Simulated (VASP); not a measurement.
Wanted: the native input for a VASP 6.6.1 run.

```
Task                   : single point
Functional             : LDA
Potentials or basis    : VASP PAW LDA potentials, release 64 (Tc_pv)
Cutoff                 : 520 eV
k mesh                 : 15 × 15 × 15
Occupations            : fermi-dirac, width 0.136057 eV
Spin                   : no spin polarisation
Dipole correction      : no
Further INCAR settings : ALGO = Normal; EDIFF = 1e-07; NBANDS = 12
```

The structure of Tc lies in POSCAR:

```
Tc
1.0
   -1.5167384474      1.5167384474      1.5167384474
    1.5167384474     -1.5167384474      1.5167384474
    1.5167384474      1.5167384474     -1.5167384474
Tc
1
Direct
    0.0000000000      0.0000000000      0.0000000000
```

This isn't the form of Tc at room conditions, which is hcp.

The input as run:

INCAR

```
SYSTEM = Tc
  PREC = Accurate
  ENCUT = 520
  EDIFF = 1E-7
  ISMEAR = -1
  SIGMA = 0.13605693000000002
  LREAL = .FALSE.
  LASPH = .TRUE.
  NELM = 100
  ALGO = Normal
  ISIF = 2
  LWAVE = .FALSE.
  LCHARG = .TRUE.
  GGA = CA
  LELF = .TRUE.
  LVHAR = .TRUE.
  NBANDS = 12
```

KPOINTS

```
regular mesh
0
G
  15 15 15
  0 0 0
```

Potentials or basis: VASP PAW LDA potentials, release 64 (Tc_pv).

Run with:

```console
$ cat potpaw_LDA.64/Tc_pv/POTCAR > POTCAR
$ mpirun -np 1 vasp_std > vasp.out
```

It gave:

- Pressure: 0.3 GPa
- Band gap on the k mesh: zero (an odd number of electrons rules out a gap without spin polarisation)

Wall time 30 s on 1 thread of Intel Xeon 8259CL (shared host), peak memory 0.13 GiB.
